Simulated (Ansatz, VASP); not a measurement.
## AlRu in VASP and in Ansatz

The input INCAR:

```
SYSTEM = AlRu
  PREC = Accurate
  ENCUT = 520
  EDIFF = 1E-6
  ISMEAR = 0
  SIGMA = 0.15
  LREAL = .FALSE.
  LASPH = .TRUE.
  NELM = 100
  ALGO = Fast
  ISIF = 2
  LWAVE = .FALSE.
  LCHARG = .FALSE.
  GGA = PE
  NBANDS = 16
```

KPOINTS

```
regular mesh
0
G
  20 20 20
  0 0 0
```

Contents of POSCAR:

```
AlRu
1.0
    3.0040847246      0.0000000000      0.0000000000
    0.0000000000      3.1617991726      0.0000000000
    0.0000000000      0.0000000000      3.0040847246
Al Ru
1 1
Direct
    0.0000000000      0.0000000000      0.0000000000
    0.5000000000      0.5000000000      0.5000000000
```

Input for Ansatz:

```yaml
crystal:
  lattice:
    - [3.0040847246, 0.0, 0.0]
    - [0.0, 3.1617991726, 0.0]
    - [0.0, 0.0, 3.0040847246]
  atoms:
    - { symbol: Al, position: [0.0, 0.0, 0.0] }
    - { symbol: Ru, position: [0.5, 0.5, 0.5] }
basis:
  ecutwfc: 420
kpoints:
  mp_grid: { grid: [20, 20, 20] }
hamiltonian:
  xc: pbe
scf:
  occupations: { method: gaussian, width: 0.15 }
output:
  forces: true
  stress: true
  eigenvalues: true
```

Change from the starting cell: strain +0.0525 x Voigt [0, 1, 0, 0, 0, 0], atoms carried along.

Alike in both runs: task single point; functional PBE; k mesh 20 × 20 × 20; occupations gaussian, width 0.15 eV; no spin polarisation.

|  | VASP | Ansatz |
| --- | --- | --- |
| version | VASP 6.6.1 | Ansatz 0.2.0 |
| potentials or method | VASP PAW PBE potentials, release 64 (Al, Ru_pv), cutoff 520 eV | scalar-relativistic, plane waves, PAW |
| valence electrons in the cell | 17 | 19 |

|  | VASP | Ansatz | Ansatz less VASP |
| --- | --- | --- | --- |
| gap on the k mesh at the Fermi level (eV) | none | none | - |
| pressure (GPa) | -9.1 | -9.1 | +0.08 |
| traceless stress, the component that is largest in VASP (GPa) | -4.76 | -4.76 | +0.008 |

A gap of «none» marks a metal or a gap that the smearing closes. With one functional, cell and mesh, what is left measures potentials, basis and numerics. VASP's potentials hold 17 valence electrons a cell and Ansatz's 19, so a difference there can come from the potentials and not from the codes.
